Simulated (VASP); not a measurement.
# AlN (P1) in VASP: notebook

Runs on AlN. Level: PBE. Tasks: single point.

Program: VASP 6.6.1. These are calculated values, not measurements. Logs are shortened: lines on timing, memory, paths and dates and some standing lists are left out, and cuts for length are marked.

**1. The cell of the first run**

The typed cell holds 6 atoms: a = 3.029 Å, b = 4.420 Å, c = 4.420 Å, α = 120.00°, β = 90.00°, γ = 90.00°.

The cell was built from a structure type or drawn by symmetry, and may not be a known phase.

**2. Single point, PBE**

Contents of INCAR:

```
PREC = Accurate
ENCUT = 520
EDIFF = 1E-7
ISMEAR = 0
SIGMA = 0.1
LREAL = False
LASPH = True
NELM = 100
ALGO = Normal
ISIF = 2
LWAVE = False
LCHARG = True
GGA = PE
LELF = True
LVHAR = True
NBANDS = 21
```

Contents of KPOINTS:

```
regular mesh
0
Gamma
  6 6 6
```

Contents of POSCAR:

```
AlN
1.0
    3.0290553600      0.0000000000      0.0000000000
    0.0000000000      4.4196727300      0.0000000000
    0.0000000000     -2.2098363600      3.8275488600
Al N
3 3
Direct
    0.1512165900      0.8328629900      0.7667369600
    0.6536790200      0.6045542400      0.5015869500
    0.9870123500      0.8970327100      0.3954457600
    0.4845499300      0.9338739600      0.1671370100
    0.8178832600      0.2332630400      0.0661260400
    0.3203456800      0.4984130500      0.1029672900
```

Potentials or basis: VASP PAW PBE potentials, release 64 (Al, N).

The run is started by

```sh
> cat potpaw_PBE.64/Al/POTCAR potpaw_PBE.64/N/POTCAR > POTCAR
> mpirun -np 1 vasp_std > vasp.out
```

OUTCAR:

```text
PREC = Accurate
   ENCUT = 520
   EDIFF = 1E-7
   ISMEAR = 0
   LREAL = False
   LASPH = True
   NELM = 100
   ISIF = 2
   GGA = PE

 ion  position               nearest neighbor table
   1  0.151  0.833  0.767-   2 1.87   3 1.87   2 1.88   5 1.89   4 1.89   3 2.69   3 3.11
   2  0.654  0.605  0.502-   1 1.87   5 1.87   3 1.88   6 1.88   1 1.88   6 2.56   3 2.56   3 3.09

   3  0.987  0.897  0.395-   4 1.87   1 1.87   2 1.88   6 1.88   4 1.88   2 2.56   6 2.56   1 2.69
                             2 3.09   1 3.11
   4  0.485  0.934  0.167-   3 1.87   3 1.88   1 1.89
   5  0.818  0.233  0.066-   2 1.87   1 1.89
   6  0.320  0.498  0.103-   3 1.88   2 1.88   2 2.56   3 2.56

  LATTYP: Found a hexagonal cell.
 ALAT       =     4.4196727300
 C/A-ratio  =     0.6853573884

  Lattice vectors:

 A1 = (   0.0000000000,   4.4196727300,   0.0000000000)
 A2 = (   0.0000000000,  -2.2098363600,   3.8275488600)
 A3 = (   3.0290553600,   0.0000000000,   0.0000000000)

Analysis of symmetry for initial positions (statically):
=====================================================================
 Subroutine PRICEL returns:
 Original cell was already a primitive cell.

 Routine SETGRP: Setting up the symmetry group for a
 hexagonal supercell.

 Subroutine GETGRP returns: Found  1 space group operations
 (whereof  1 operations were pure point group operations)
 out of a pool of 24 trial point group operations.

The static configuration has the point symmetry C_1 .

Analysis of symmetry for dynamics (positions and initial velocities):
=====================================================================
 Subroutine PRICEL returns:
 Original cell was already a primitive cell.

 Routine SETGRP: Setting up the symmetry group for a
 hexagonal supercell.

 Subroutine GETGRP returns: Found  1 space group operations
 (whereof  1 operations were pure point group operations)
 out of a pool of 24 trial point group operations.

The dynamic configuration has the point symmetry C_1 .

 Subroutine INISYM returns: Found  1 space group operations
 (whereof  1 operations are pure point group operations),
 and found     1 'primitive' translations

----------------------------------------------------------------------------------------

                                     Primitive cell

  volume of cell :      51.2411

  direct lattice vectors                    reciprocal lattice vectors
     3.029055360  0.000000000  0.000000000     0.330135927  0.000000000  0.000000000
     0.000000000  4.419672730  0.000000000     0.000000000  0.226261097  0.130631905
     0.000000000 -2.209836360  3.827548860     0.000000000  0.000000000  0.261263810

  length of vectors
     3.029055360  4.419672730  4.419672727     0.330135927  0.261263810  0.261263810

  position of ions in fractional coordinates (direct lattice)
     0.151216590  0.832862990  0.766736960
     0.653679020  0.604554240  0.501586950
     0.987012350  0.897032710  0.395445760
     0.484549930  0.933873960  0.167137010
     0.817883260  0.233263040  0.066126040
     0.320345680  0.498413050  0.102967290

  ion indices of the primitive-cell ions
   primitive index   ion index
                 1           1
                 2           2
                 3           3
                 4           4
                 5           5
                 6           6

----------------------------------------------------------------------------------------

 KPOINTS: regular mesh

Automatic generation of k-mesh.
 Grid dimensions read from file:
 generate k-points for:    6    6    6

 Generating k-lattice:

  Cartesian coordinates                     Fractional coordinates (reciprocal lattice)
     0.055022655  0.000000000  0.000000000     0.166666667  0.000000000  0.000000000
     0.000000000  0.037710183  0.021771984     0.000000000  0.166666667  0.000000000
     0.000000000  0.000000000  0.043543968     0.000000000  0.000000000  0.166666667

  Length of vectors
     0.055022655  0.043543968  0.043543968

  Shift w.r.t. Gamma in fractional coordinates (k-lattice)
     0.000000000  0.000000000  0.000000000

 Subroutine IBZKPT returns following result:
 ===========================================

 Found    112 irreducible k-points:

 Following reciprocal coordinates:
            Coordinates               Weight
  0.000000  0.000000  0.000000      1.000000
  0.166667  0.000000  0.000000      2.000000
  0.333333  0.000000  0.000000      2.000000
  0.500000  0.000000  0.000000      1.000000
  0.000000  0.166667  0.000000      2.000000
  0.000000  0.000000  0.166667      2.000000
[... 16 lines left out ...]
  0.000000  0.333333 -0.000000      2.000000
  0.000000  0.000000  0.333333      2.000000
 [... further k-points ...]
   k-points           NKPTS =    112   k-points in BZ     NKDIM =    112   number of bands    NBANDS=     21
   number of dos      NEDOS =    301   number of ions     NIONS =      6
   total plane-waves  NPLWV =  31104
   dimension x,y,z NGX =    24 NGY =   36 NGZ =   36
   dimension x,y,z NGXF=    48 NGYF=   72 NGZF=   72
   ions per type =               3   3
   NGX,Y,Z   is equivalent  to a cutoff of  13.17, 13.54, 13.54 a.u.
   NGXF,Y,Z  is equivalent  to a cutoff of  26.34, 27.08, 27.08 a.u.
 SYSTEM =  unknown system
   PREC   = accura    normal or accurate (medium, high low for compatibility)
   ISTART =      0    job   : 0-new  1-cont  2-samecut
   ICHARG =      2    charge: 1-file 2-atom 10-const
   ISPIN  =      1    spin polarized calculation?
   LNONCOLLINEAR =      F non collinear calculations
   LSORBIT =      F    spin-orbit coupling
   LASPH  =      T    aspherical Exc in radial PAW
   ENCUT  =  520.0 eV  38.22 Ry    6.18 a.u.   5.63  8.22  8.22*2*pi/ulx,y,z
   NELM   =    100;   NELMIN=  2; NELMDL= -5     # of ELM steps
   EDIFF  = 0.1E-06   stopping-criterion for ELM
   LREAL  =      F    real-space projection
   EDIFFG = 0.1E-05   stopping-criterion for IOM
   NSW    =      0    number of steps for IOM
   IBRION =     -1    ionic relax: 0-MD 1-quasi-New 2-CG
   NFREE  =      0    steps in history (QN), initial steepest desc. (CG)
   ISIF   =      2    stress and relaxation
   ISYM   =      2    0-nonsym 1-usesym 2-fastsym
   POTIM  = 0.5000    time-step for ionic-motion
   TEBEG  =    0.0;   TEEND  =   0.0 temperature during run
   PSTRESS=    0.0 pullay stress
   NELECT =      24.0000    total number of electrons
   NUPDOWN=      -1.0000    fix difference up-down
   EMIN   =  10.00;   EMAX   =-10.00  energy-range for DOS
   EFERMI =   0.00;   METHOD = LEGACY
   ISMEAR =     0;   SIGMA  =   0.10  broadening in eV -4-tet -1-fermi 0-gaus
   EFERMI_NEDOS =   21; number of points for ismear=-14 and -15
   IALGO  =     38    algorithm
   IMIX   =      4    mixing-type and parameters
     AMIX     =   0.40;   BMIX     =  1.00
     AMIX_MAG =   1.60;   BMIX_MAG =  1.00
  volume/ion in A,a.u.               =       8.54        57.63
  Fermi-wavevector in a.u.,A,eV,Ry     =   1.271372  2.402544 21.992268  1.616386
  Thomas-Fermi vector in A             =   2.404308
   LORBIT       =      0    0 simple, 1 ext, 2 COOP (PROOUT), +10 PAW based schemes
   GGA     = PE    functional components
   LHFCALC =     F    Hartree Fock is set to
   AEXX    =    0.0000 exact exchange contribution
   IVDW    =     0    specifies the selected vdW correction
   LEPSILON=     F    determine dielectric tensor
   LRPA    =     F    only Hartree local field effects (RPA)
 non-spin polarized calculation
 Gauss-broadening in eV      SIGMA  =   0.10
  energy-cutoff  :      520.00
  volume of cell :       51.24
 maximum number of plane-waves:      1397
 NGX is ok and might be reduce to    24
   NGX = 11   NGY = 17   NGZ = 17

 number of electron      24.0000000 magnetization

 Free energy of the ion-electron system (eV)
  ---------------------------------------------------
  ext. energy  EPLUGINS =         0.00000000
  ---------------------------------------------------
  free energy    TOTEN  =       -16.04307015 eV

  energy without entropy =      -16.03304037  energy(sigma->0) =      -16.03805526

 E-fermi :  10.9287     XC(G=0): -12.0486

 val. band max:       10.9258824000   @ k =   0.5000   0.0000   0.0000
 cond. band min:      10.9475613527   @ k =   0.3333  -0.1667   0.0000
 fundamental gap:      0.0216789528
 Fermi energy:        10.9287144865

 k-point     1 :       0.0000    0.0000    0.0000
  band No.  band energies     occupation
      1      -9.5125      2.00000
      2      -4.2582      2.00000
      3      -3.2329      2.00000
      4       1.9012      2.00000
      5       2.6913      2.00000
      6       4.4503      2.00000
[... 13 lines left out ...]
     20      20.6552      0.00000
     21      21.2390      0.00000

 k-point     2 :       0.1667    0.0000    0.0000
  band No.  band energies     occupation
      1      -9.1926      2.00000
      2      -4.2465      2.00000
      3      -3.2006      2.00000
      4       1.8647      2.00000
      5       2.7182      2.00000
      6       3.3593      2.00000
[... 13 lines left out ...]
     20      19.6218      0.00000
     21      20.8130      0.00000

 k-point     3 :       0.3333    0.0000    0.0000
  band No.  band energies     occupation
      1      -8.3055      2.00000
      2      -4.8623      2.00000
      3      -2.8875      2.00000
      4       1.3998      2.00000
      5       3.0766      2.00000
      6       3.5068      2.00000
[... 13 lines left out ...]
     20      20.0663      0.00000
     21      21.2590      0.00000
[... 457 lines left out ...]
 k-point    23 :       0.0000    0.3333   -0.0000
  band No.  band energies     occupation
      1      -8.7910      2.00000
      2      -6.6990      2.00000
      3      -0.9391      2.00000
      4       1.1777      2.00000
      5       2.7145      2.00000
      6       4.2875      2.00000
[... 13 lines left out ...]
     20      19.7290      0.00000
     21      21.2089      0.00000

 k-point    24 :       0.0000    0.0000    0.3333
  band No.  band energies     occupation
      1      -9.2372      2.00000
      2      -4.4121      2.00000
      3      -3.6533      2.00000
      4      -0.3612      2.00000
      5       4.3015      2.00000
      6       5.2609      2.00000
[... 13 lines left out ...]
     20      19.7028      0.00000
     21      21.0806      0.00000

 [... further k-points ...]
[... 5 lines left out ...]
  --------------------------------------------------------------------------------------
  -------------------------------------------------------------------------------------
  Total       47.4184127     37.7656846     41.2286832      5.7026803     -8.0089535      1.3796241
  in kB     1482.6530283   1180.8367970   1289.1159474    178.3082933   -250.4195848     43.1373340
  external PRESSURE =    1317.5352576 kB  Pullay stress =       0.0000000 kB

 VOLUME and BASIS-vectors are now :
 -----------------------------------------------------------------------------
  energy-cutoff  :      520.00
  volume of cell :       51.24
      direct lattice vectors                 reciprocal lattice vectors
     3.029055360  0.000000000  0.000000000     0.330135927  0.000000000  0.000000000
     0.000000000  4.419672730  0.000000000     0.000000000  0.226261097  0.130631905
     0.000000000 -2.209836360  3.827548860     0.000000000  0.000000000  0.261263810

 POSITION                                       TOTAL-FORCE (eV/Angst)
 -----------------------------------------------------------------------------------
      0.45804      1.98662      2.93472         2.791375     -1.338569     21.259715
      1.98003      1.56351      1.91985        -5.585753    -15.795091     -9.528438
      2.98972      3.09072      1.51359         1.857041     16.886458     -9.396441
      1.46773      3.75807      0.63973         1.381251      0.054392     -0.252177
      2.47741      0.88482      0.25310         1.820928      0.878084      0.883672
      0.97034      1.97528      0.39411        -2.264843     -0.685274     -2.966332
 -----------------------------------------------------------------------------------
    total drift:                               -0.000218     -0.000253      0.000243

  FREE ENERGIE OF THE ION-ELECTRON SYSTEM (eV)
  ---------------------------------------------------
  free  energy   TOTEN  =       -16.0430701538 eV

  energy  without entropy=      -16.0330403715  energy(sigma->0) =      -16.03805526
```

Wall time 46 s (1 thread of Intel Xeon 6975P-C (Granite Rapids), shared host); peak memory 0.23 GiB.

Results:

```yaml
Free_energy: -16.0431 eV
Pressure: 131.8 GPa
Largest_force: 21.484 eV/Å
Band_gap_on_the_k_mesh: zero (bands 12 and 13 overlap by 2.30 eV)
```

Forces in eV/Å, atoms in the order of the input:
```
Al    2.791  -1.339  21.260
Al   -5.586 -15.795  -9.528
Al    1.857  16.886  -9.396
N     1.381   0.054  -0.252
N     1.821   0.878   0.884
N    -2.265  -0.685  -2.966
```

Stress tensor (GPa, compression positive):
```
148.27  17.83   4.31
 17.83 118.08 -25.04
  4.31 -25.04 128.91
```

Levels at points of the mesh, in eV from the Fermi level:
```tsv
k point	band 8	band 9	band 10	band 11	band 12	band 13	band 14	band 15	band 16	band 17
(0.00, 0.00, 0.00)	-4.80	-4.16	-3.57	-1.69	-0.39	0.99	2.04	3.33	3.99	4.61
(0.50, 0.00, 0.00)	-5.81	-4.87	-3.74	-3.13	0.00	0.76	1.30	2.41	3.36	3.82
(0.00, 0.50, 0.00)	-4.63	-3.32	-2.80	-1.37	-1.00	0.67	2.23	2.33	4.11	5.33
(0.00, 0.00, 0.50)	-3.96	-3.66	-2.72	-1.51	-0.96	-0.23	2.16	2.54	3.46	3.69
(0.00, 0.50, 0.50)	-4.36	-3.83	-2.76	-1.37	-0.59	0.40	2.00	2.97	4.69	5.67
(0.50, 0.50, 0.00)	-4.61	-3.75	-2.77	-2.11	-1.56	-0.66	0.53	2.57	4.33	5.11
(0.50, 0.00, 0.50)	-6.22	-2.98	-1.74	-0.23	1.37	1.63	1.88	2.72	3.05	3.67
(0.50, 0.50, 0.50)	-5.42	-4.25	-3.20	-2.24	-1.14	0.44	1.11	1.58	4.85	5.22
```

Caveat: the cell stands under pressure; forces of over 1 eV/Å act on the atoms, so gaps and moduli don't describe the material at rest.

(Part 1 of 2 ends here.)
